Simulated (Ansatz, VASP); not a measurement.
## CsCl: VASP beside Ansatz

Contents of INCAR:

```
SYSTEM = CsCl
ALGO = Normal ; EDIFF = 1E-6
ENCUT = 500 ; GGA = PS
GGA_COMPAT = .FALSE. ; ISIF = 2
ISMEAR = -1 ; LASPH = .TRUE.
LCHARG = .FALSE. ; LREAL = .FALSE.
LWAVE = .FALSE. ; NBANDS = 15
NELM = 120 ; PREC = Accurate
SIGMA = 0.03
```

KPOINTS

```
k-points
0
G
  6 6 6
  0 0 0
```

The input POSCAR:

```
CsCl
1.0
    4.2038636668      0.0000000000      0.0000000000
    0.0000000000      4.2038636668      0.0000000000
    0.0000000000      0.0000000000      4.2038636668
Cs Cl
1 1
Direct
    0.0000000000      0.0000000000      0.0000000000
    0.5000000000      0.5000000000      0.5000000000
```

Input for Ansatz:

```yaml
crystal:
  lattice:
    - [4.2038636668, 0.0, 0.0]
    - [0.0, 4.2038636668, 0.0]
    - [0.0, 0.0, 4.2038636668]
  atoms:
    - { symbol: Cs, position: [0.0, 0.0, 0.0] }
    - { symbol: Cl, position: [0.5, 0.5, 0.5] }
kpoints:
  mp_grid: { grid: [6, 6, 6] }
  band_path:
    path:
      - [0.0, 0.0, 0.0]
      - [0.0, 0.5, 0.0]
      - [0.5, 0.5, 0.0]
      - [0.0, 0.0, 0.0]
      - [0.5, 0.5, 0.5]
      - [0.0, 0.5, 0.0]
      - [0.5, 0.5, 0.5]
      - [0.5, 0.5, 0.0]
    npoints: 5
scf:
  occupations: { method: fermi_dirac, width: 0.03 }
hamiltonian:
  xc: pbesol
  pseudopotentials: { kind: all_electron, lapw: { basis_error: 0.001 } }
output:
  forces: true
  stress: true
  eigenvalues: true
```

Change from the starting cell: volume scaled by 1.06.

Alike in both runs: task single point; functional PBEsol; k mesh 6 × 6 × 6; occupations fermi-dirac, width 0.03 eV; no spin polarisation.

|  | VASP | Ansatz |
| --- | --- | --- |
| version | VASP 6.6.1 | Ansatz 0.2.0 |
| potentials or method | VASP PAW PBE potentials, release 64 (Cs_sv, Cl), cutoff 500 eV | all-electron LAPW, scalar-relativistic |

|  | VASP | Ansatz | Ansatz less VASP |
| --- | --- | --- | --- |
| gap on the k mesh at the Fermi level (eV) | 4.80 | 4.81 | +0.010 |
| pressure (GPa) | -1.4 | -1.4 | -0.01 |

VASP's potentials were made for PBE, not for PBEsol. Ansatz ran all-electron here, and VASP with PAW potentials.

Spin-orbit coupling is off throughout.
